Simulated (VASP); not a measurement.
Mo12H, 13 atoms in the cell. The cell holds a slab with vacuum, 13 atoms: a = 5.474 Å, b = 5.474 Å, c = 19.808 Å, α = 90.00°, β = 90.00°, γ = 109.47°. 

| Property | Result |
| --- | --- |
| Program | VASP 6.6.1 |
| Task | single point |
| Functional | PBE |
| Potentials or basis | VASP PAW PBE potentials, release 64 (Mo_sv, H) |
| Cutoff | 520 eV |
| k mesh | 5 × 5 × 1 |
| Occupations | gaussian, width 0.1 eV |
| Spin | no spin polarisation |
| Dipole correction | yes |
| Further INCAR settings | ALGO = Normal; EDIFF = 1e-06; NBANDS = 96 |

Potentials or basis: VASP PAW PBE potentials, release 64 (Mo_sv, H).

Run with:

```sh
$ cat potpaw_PBE.64/Mo_sv/POTCAR potpaw_PBE.64/H/POTCAR > POTCAR
$ mpirun -np 1 vasp_std > vasp.out
```

Hardware: 1 thread of AMD EPYC 7R13 Processor (Zen 3), on a shared host.

Question: Estimate the wall time of this run.

Answer: Wall time 33 min on 1 thread of AMD EPYC 7R13 Processor (Zen 3), on a shared host, peak memory 0.7 GiB. Counts: scf iterations 32, k points 9.
